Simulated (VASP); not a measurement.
Wanted: the native input for a VASP 6.6.1 run.

- Task: single point
- Functional: PBEsol
- Potentials or basis: VASP PAW PBE potentials, release 64 (Sr_sv, Ti_sv, O)
- Cutoff: 520 eV
- k mesh: 7 × 7 × 7
- Occupations: fermi-dirac, width 0.05 eV
- Spin: no spin polarisation
- Dipole correction: no
- Further INCAR settings: ALGO = Normal; EDIFF = 1e-06; NBANDS = 28

The structure of SrTiO3 lies in POSCAR:

```
SrTiO3
1.0
    3.9050000000      0.0195250000      0.0195250000
    0.0195250000      3.9050000000      0.0195250000
    0.0195250000      0.0195250000      3.9050000000
Sr Ti O
1 1 3
Direct
    0.0000000000      0.0000000000      0.0000000000
    0.5000000000      0.5000000000      0.5000000000
    0.0000000000      0.5000000000      0.5000000000
    0.5000000000      0.0000000000      0.5000000000
    0.5000000000      0.5000000000      0.0000000000
```

This cell differs from its parent crystal: equal xy, yz and zx shear strains of +1 %.

The input as run:

INCAR

```
ALGO = Normal ; EDIFF = 1E-6
ENCUT = 520 ; GGA = PS
ISIF = 2 ; ISMEAR = -1
LASPH = True ; LCHARG = False
LREAL = False ; LWAVE = False
NBANDS = 28 ; NELM = 60
PREC = Accurate ; SIGMA = 0.05
```

KPOINTS

```
k-points
0
Gamma
  7 7 7
```

Potentials or basis: VASP PAW PBE potentials, release 64 (Sr_sv, Ti_sv, O).

The run is started by

```bash
$ cat potpaw_PBE.64/Sr_sv/POTCAR potpaw_PBE.64/Ti_sv/POTCAR potpaw_PBE.64/O/POTCAR > POTCAR
$ mpirun -np 1 vasp_std > vasp.out
```

Results of the run:

| Item | Value |
| --- | --- |
| Pressure | -1.3 GPa |
| Band gap on the k mesh | 1.84 eV (least direct gap 2.11 eV) |

Caveat: the cell differs from its parent crystal (equal xy, yz and zx shear strains of +1 %); the PAW data sets were made with another functional, which shifts forces and pressure a little.

Wall time 2.3 min on 1 thread of Intel Xeon 8259CL, on a shared host, peak memory 0.22 GiB.
